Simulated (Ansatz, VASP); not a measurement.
Sc: VASP beside Ansatz

```
Sc
1.0
    -2.82222    2.82222    1.55447
     2.82222   -2.82222    1.55447
     2.82222    2.82222   -1.55447
Sc
2
Direct
  0.62500 0.87500 0.75000
  0.37500 0.12500 0.25000
```

Alike in both runs: functional PBE; k mesh 14 × 14 × 14; occupations fermi-dirac, width 0.08 eV; no spin polarisation.

Ansatz relaxed the structure, and its values are those at the end. VASP's run is a single point on that final structure, the one shown.

|  | VASP | Ansatz |
| --- | --- | --- |
| version | VASP 6.6.1 | Ansatz 0.2.0 |
| potentials or method | VASP PAW PBE potentials, release 64 (Sc_sv) | PAW with Ansatz's default frozen-core files, scalar-relativistic |
| plane-wave cutoff (eV) | 520 | 420 |
| valence electrons in the cell | 22 | 22 |

|  | VASP | Ansatz | Ansatz less VASP |
| --- | --- | --- | --- |
| pressure (GPa) | 0.0 | 0.0 | -0.04 |

The functional is the same, so the differences come from potentials, cutoffs and numerics.
